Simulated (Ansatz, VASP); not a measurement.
## ZrO2: VASP beside Ansatz

The input INCAR:

```
PREC = Accurate
ENCUT = 600
EDIFF = 1E-6
ISMEAR = 0
SIGMA = 0.05
LREAL = False
LASPH = True
NELM = 120
ALGO = Normal
ISIF = 2
LWAVE = False
LCHARG = False
GGA = PE
NBANDS = 19
GGA_COMPAT = False
```

KPOINTS

```
regular mesh
0
Gamma
  8 8 8
```

Contents of POSCAR:

```
ZrO2
1.0
    0.0000000000      2.5578660005      2.5578660005
    2.5578660005      0.0000000000      2.5578660005
    2.5578660005      2.5578660005      0.0000000000
Zr O
1 2
Direct
    0.0000000000      0.0000000000      0.0000000000
    0.2500000000      0.2500000000      0.2500000000
    0.7500000000      0.7500000000      0.7500000000
```

Input for Ansatz:

```yaml
crystal:
  lattice:
    - [0.0, 2.5578660005, 2.5578660005]
    - [2.5578660005, 0.0, 2.5578660005]
    - [2.5578660005, 2.5578660005, 0.0]
  atoms:
    - { symbol: Zr, position: [0.0, 0.0, 0.0] }
    - { symbol: O, position: [0.25, 0.25, 0.25] }
    - { symbol: O, position: [0.75, 0.75, 0.75] }
basis:
  ecutwfc: 420
  ecutrho_ratio: 4
kpoints:
  mp_grid: { grid: [8, 8, 8] }
hamiltonian:
  xc: pbe
scf:
  occupations: { method: gaussian, width: 0.05 }
output:
  forces: true
  stress: true
  eigenvalues: true
```

Alike in both runs: task single point; functional PBE; k mesh 8 × 8 × 8; occupations gaussian, width 0.05 eV; no spin polarisation.

|  | VASP | Ansatz |
| --- | --- | --- |
| version | VASP 6.6.1 | Ansatz 0.2.0 |
| potentials or method | VASP PAW PBE potentials, release 64 (Zr_sv, O), cutoff 600 eV | scalar-relativistic, plane waves, PAW |
| valence electrons in the cell | 24 | 24 |

Ansatz gave:

* gap on the k mesh at the Fermi level (eV): 3.32
* least direct gap on the mesh (eV): 3.75
* pressure (GPa): 0.0

Q: Estimate VASP's values.

A: gap on the k mesh at the Fermi level (eV): 3.31; least direct gap on the mesh (eV): 3.74; pressure (GPa): 0.1.

The functional is the same, so the differences come from potentials, cutoffs and numerics.
